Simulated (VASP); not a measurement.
# MoS2 in VASP: further runs, part 2 of 3

VASP 6.6.1. Earlier steps stand in the parts before.

## (3) Single point, PBE (volume scaled by 1.06)

Contents of INCAR:

```
SYSTEM = MoS2
ALGO = Normal
EDIFF = 1E-7
ENCUT = 520
GGA = PE
ISIF = 2
ISMEAR = -1
LASPH = .TRUE.
LCHARG = .FALSE.
LREAL = .FALSE.
LWAVE = .FALSE.
NBANDS = 20
NELM = 80
PREC = Accurate
SIGMA = 0.05
```

Contents of KPOINTS:

```
k-points
0
G
  8 8 8
  0 0 0
```

Contents of POSCAR:

```
MoS2
1.0
    0.0000000000      3.0547104832      3.0547104832
    3.0547104832      0.0000000000      3.0547104832
    3.0547104832      3.0547104832      0.0000000000
Mo S
1 2
Direct
    0.0000000000      0.0000000000      0.0000000000
    0.2500000000      0.2500000000      0.2500000000
    0.7500000000      0.7500000000      0.7500000000
```

Potentials or basis: VASP PAW PBE potentials, release 64 (Mo_sv, S).

On the command line:

```
> cat potpaw_PBE.64/Mo_sv/POTCAR potpaw_PBE.64/S/POTCAR > POTCAR
> mpirun -np 1 vasp_std > vasp.out
```

OUTCAR:

```text
SYSTEM = MoS2
   EDIFF = 1E-7
   ENCUT = 520
   GGA = PE
   ISIF = 2
   ISMEAR = -1
   LASPH = .TRUE.
   LREAL = .FALSE.
   NELM = 80
   PREC = Accurate

 ion  position               nearest neighbor table
   1  0.000  0.000  0.000-   3 2.65   3 2.65   3 2.65   2 2.65   2 2.65   2 2.65   3 2.65   2 2.65

   2  0.250  0.250  0.250-   1 2.65   1 2.65   1 2.65   1 2.65
   3  0.750  0.750  0.750-   1 2.65   1 2.65   1 2.65   1 2.65

  LATTYP: Found a face centered cubic cell.
 ALAT       =     6.1094209664

  Lattice vectors:

 A1 = (   0.0000000000,   3.0547104832,   3.0547104832)
 A2 = (   3.0547104832,   0.0000000000,   3.0547104832)
 A3 = (   3.0547104832,   3.0547104832,   0.0000000000)

Analysis of symmetry for initial positions (statically):
=====================================================================
 Subroutine PRICEL returns:
 Original cell was already a primitive cell.

 Routine SETGRP: Setting up the symmetry group for a
 face centered cubic supercell.

 Subroutine GETGRP returns: Found 48 space group operations
 (whereof 48 operations were pure point group operations)
 out of a pool of 48 trial point group operations.

The static configuration has the point symmetry O_h .

Analysis of symmetry for dynamics (positions and initial velocities):
=====================================================================
 Subroutine PRICEL returns:
 Original cell was already a primitive cell.

 Routine SETGRP: Setting up the symmetry group for a
 face centered cubic supercell.

 Subroutine GETGRP returns: Found 48 space group operations
 (whereof 48 operations were pure point group operations)
 out of a pool of 48 trial point group operations.

The dynamic configuration has the point symmetry O_h .

 Subroutine INISYM returns: Found 48 space group operations
 (whereof 48 operations are pure point group operations),
 and found     1 'primitive' translations

----------------------------------------------------------------------------------------

                                     Primitive cell

  volume of cell :      57.0086

  direct lattice vectors                    reciprocal lattice vectors
     0.000000000  3.054710483  3.054710483    -0.163681633  0.163681633  0.163681633
     3.054710483  0.000000000  3.054710483     0.163681633 -0.163681633  0.163681633
     3.054710483  3.054710483  0.000000000     0.163681633  0.163681633 -0.163681633

  length of vectors
     4.320012994  4.320012994  4.320012994     0.283504904  0.283504904  0.283504904

  position of ions in fractional coordinates (direct lattice)
     0.000000000  0.000000000  0.000000000
     0.250000000  0.250000000  0.250000000
     0.750000000  0.750000000  0.750000000

  ion indices of the primitive-cell ions
   primitive index   ion index
                 1           1
                 2           2
                 3           3

----------------------------------------------------------------------------------------

 KPOINTS: k-points

Automatic generation of k-mesh.
 Grid dimensions read from file:
 generate k-points for:    8    8    8

 Generating k-lattice:

  Cartesian coordinates                     Fractional coordinates (reciprocal lattice)
    -0.020460204  0.020460204  0.020460204     0.125000000  0.000000000  0.000000000
     0.020460204 -0.020460204  0.020460204     0.000000000  0.125000000  0.000000000
     0.020460204  0.020460204 -0.020460204     0.000000000  0.000000000  0.125000000

  Length of vectors
     0.035438113  0.035438113  0.035438113

  Shift w.r.t. Gamma in fractional coordinates (k-lattice)
     0.000000000  0.000000000  0.000000000

 Subroutine IBZKPT returns following result:
 ===========================================

 Found     29 irreducible k-points:

 Following reciprocal coordinates:
            Coordinates               Weight
  0.000000  0.000000  0.000000      1.000000
  0.125000  0.000000  0.000000      8.000000
  0.250000  0.000000  0.000000      8.000000
  0.375000  0.000000  0.000000      8.000000
  0.500000  0.000000  0.000000      4.000000
  0.125000  0.125000  0.000000      6.000000
[... 16 lines left out ...]
  0.500000  0.250000  0.125000     48.000000
 -0.375000  0.250000  0.125000     24.000000
 [... further k-points ...]
   k-points           NKPTS =     29   k-points in BZ     NKDIM =     29   number of bands    NBANDS=     20
   number of dos      NEDOS =    301   number of ions     NIONS =      3
   total plane-waves  NPLWV =  32768
   dimension x,y,z NGX =    32 NGY =   32 NGZ =   32
   dimension x,y,z NGXF=    64 NGYF=   64 NGZF=   64
   ions per type =               1   2
   NGX,Y,Z   is equivalent  to a cutoff of  12.31, 12.31, 12.31 a.u.
   NGXF,Y,Z  is equivalent  to a cutoff of  24.63, 24.63, 24.63 a.u.
 SYSTEM =  MoS2
   PREC   = accura    normal or accurate (medium, high low for compatibility)
   ISTART =      0    job   : 0-new  1-cont  2-samecut
   ICHARG =      2    charge: 1-file 2-atom 10-const
   ISPIN  =      1    spin polarized calculation?
   LNONCOLLINEAR =      F non collinear calculations
   LSORBIT =      F    spin-orbit coupling
   LASPH  =      T    aspherical Exc in radial PAW
   ENCUT  =  520.0 eV  38.22 Ry    6.18 a.u.   8.03  8.03  8.03*2*pi/ulx,y,z
   NELM   =     80;   NELMIN=  2; NELMDL= -5     # of ELM steps
   EDIFF  = 0.1E-06   stopping-criterion for ELM
   LREAL  =      F    real-space projection
   EDIFFG = 0.1E-05   stopping-criterion for IOM
   NSW    =      0    number of steps for IOM
   IBRION =     -1    ionic relax: 0-MD 1-quasi-New 2-CG
   NFREE  =      0    steps in history (QN), initial steepest desc. (CG)
   ISIF   =      2    stress and relaxation
   ISYM   =      2    0-nonsym 1-usesym 2-fastsym
   POTIM  = 0.5000    time-step for ionic-motion
   TEBEG  =    0.0;   TEEND  =   0.0 temperature during run
   PSTRESS=    0.0 pullay stress
   NELECT =      26.0000    total number of electrons
   NUPDOWN=      -1.0000    fix difference up-down
   EMIN   =  10.00;   EMAX   =-10.00  energy-range for DOS
   EFERMI =   0.00;   METHOD = LEGACY
   ISMEAR =    -1;   SIGMA  =   0.05  broadening in eV -4-tet -1-fermi 0-gaus
   EFERMI_NEDOS =   21; number of points for ismear=-14 and -15
   IALGO  =     38    algorithm
   IMIX   =      4    mixing-type and parameters
     AMIX     =   0.40;   BMIX     =  1.00
     AMIX_MAG =   1.60;   BMIX_MAG =  1.00
  volume/ion in A,a.u.               =      19.00       128.24
  Fermi-wavevector in a.u.,A,eV,Ry     =   1.260141  2.381322 21.605452  1.587956
  Thomas-Fermi vector in A             =   2.393666
   LORBIT       =      0    0 simple, 1 ext, 2 COOP (PROOUT), +10 PAW based schemes
   GGA     = PE    functional components
[... 5 lines left out ...]
 non-spin polarized calculation
  energy-cutoff  :      520.00
  volume of cell :       57.01
 maximum number of plane-waves:      1572
   NGX = 17   NGY = 17   NGZ = 17

 number of electron      25.9999999 magnetization

 Free energy of the ion-electron system (eV)
  ---------------------------------------------------
  ext. energy  EPLUGINS =         0.00000000
  ---------------------------------------------------
  free energy    TOTEN  =       -19.32170754 eV

  energy without entropy =      -19.27370866  energy(sigma->0) =      -19.29770810

 E-fermi :   6.7957     XC(G=0): -10.6424

 val. band max:        6.7533759567   @ k =  -0.3750   0.3750   0.1250
 cond. band min:       6.8144839697   @ k =   0.2500   0.2500   0.0000
 fundamental gap:      0.0611080130
 Fermi energy:         6.7957431926

 k-point     1 :       0.0000    0.0000    0.0000
  band No.  band energies     occupation
      1     -54.4740      2.00000
      2     -28.5118      2.00000
      3     -28.5118      2.00000
      4     -28.5118      2.00000
      5      -7.7065      2.00000
      6      -4.0487      2.00000
[... 12 lines left out ...]
     19      11.9997      0.00000
     20      11.9997      0.00000

 k-point     2 :       0.1250    0.0000    0.0000
  band No.  band energies     occupation
      1     -54.4739      2.00000
      2     -28.5147      2.00000
      3     -28.5122      2.00000
      4     -28.5122      2.00000
      5      -7.5755      2.00000
      6      -4.2794      2.00000
[... 12 lines left out ...]
     19      12.5401      0.00000
     20      12.6560      0.00000
[... 465 lines left out ...]
      3     -28.5192      2.00000
      4     -28.5156      2.00000
      5      -6.4640      2.00000
      6      -5.4956      2.00000
[... 12 lines left out ...]
     19      14.5286      0.00000
     20      15.8750      0.00000

 k-point    24 :      -0.3750    0.2500    0.1250
  band No.  band energies     occupation
      1     -54.4733      2.00000
      2     -28.5291      2.00000
      3     -28.5201      2.00000
      4     -28.5162      2.00000
      5      -6.0680      2.00000
      6      -5.8629      2.00000
[... 12 lines left out ...]
     19      14.0292      0.00000
     20      16.5279      0.00000

 [... further k-points ...]
[... 5 lines left out ...]
  --------------------------------------------------------------------------------------
  -------------------------------------------------------------------------------------
  Total       -4.3489427     -4.3489427     -4.3489427      0.0000000      0.0000000      0.0000000
  in kB     -122.2233273   -122.2233273   -122.2233273      0.0000000      0.0000000      0.0000000
  external PRESSURE =    -122.2233273 kB  Pullay stress =       0.0000000 kB

 VOLUME and BASIS-vectors are now :
 -----------------------------------------------------------------------------
  energy-cutoff  :      520.00
  volume of cell :       57.01
      direct lattice vectors                 reciprocal lattice vectors
     0.000000000  3.054710483  3.054710483    -0.163681633  0.163681633  0.163681633
     3.054710483  0.000000000  3.054710483     0.163681633 -0.163681633  0.163681633
     3.054710483  3.054710483  0.000000000     0.163681633  0.163681633 -0.163681633

 POSITION                                       TOTAL-FORCE (eV/Angst)
 -----------------------------------------------------------------------------------
      0.00000      0.00000      0.00000         0.000000     -0.000000     -0.000000
      1.52736      1.52736      1.52736         0.000000      0.000000      0.000000
      4.58207      4.58207      4.58207        -0.000000     -0.000000     -0.000000
 -----------------------------------------------------------------------------------
    total drift:                                0.000000     -0.000000      0.000000

  FREE ENERGIE OF THE ION-ELECTRON SYSTEM (eV)
  ---------------------------------------------------
  free  energy   TOTEN  =       -19.3217075387 eV

  energy  without entropy=      -19.2737086594  energy(sigma->0) =      -19.29770810
```

stdout:

```text
POSCAR found type information on POSCAR MoS
 POSCAR found :  2 types and       3 ions
 scaLAPACK will be used
 LDA part: xc-table for (Slater+PW92), standard interpolation
 POSCAR, INCAR and KPOINTS ok, starting setup
 FFT: planning ... GRIDC
 FFT: planning ... GRID_SOFT
 FFT: planning ... GRID
 WAVECAR not read
 entering main loop
```

It took 19 s on 1 thread of Intel Xeon Platinum 8375C at 2.90GHz (Ice Lake), shared host; peak memory 0.19 GiB.

Results:

```yaml
Free_energy: -19.3217 eV
Pressure: -12.2 GPa
Band_gap_on_the_k_mesh: zero (band 13 reaches 7.16 eV, above the bottom of band 14 at 6.24 eV)
```

Levels at points of the mesh, in eV from the Fermi level:
```
           k point  band 11  band 12  band 13  band 14  band 15  band 16
(0.00, 0.00, 0.00)    -0.72    -0.55    -0.55    -0.55     3.50     3.50
(0.50, 0.00, 0.00)    -2.64    -2.64    -0.36    -0.36     1.13     3.30
(0.50, 0.50, 0.00)    -2.22    -0.49     0.05     0.69     1.20     2.92
```

[end of part 2 of 3]
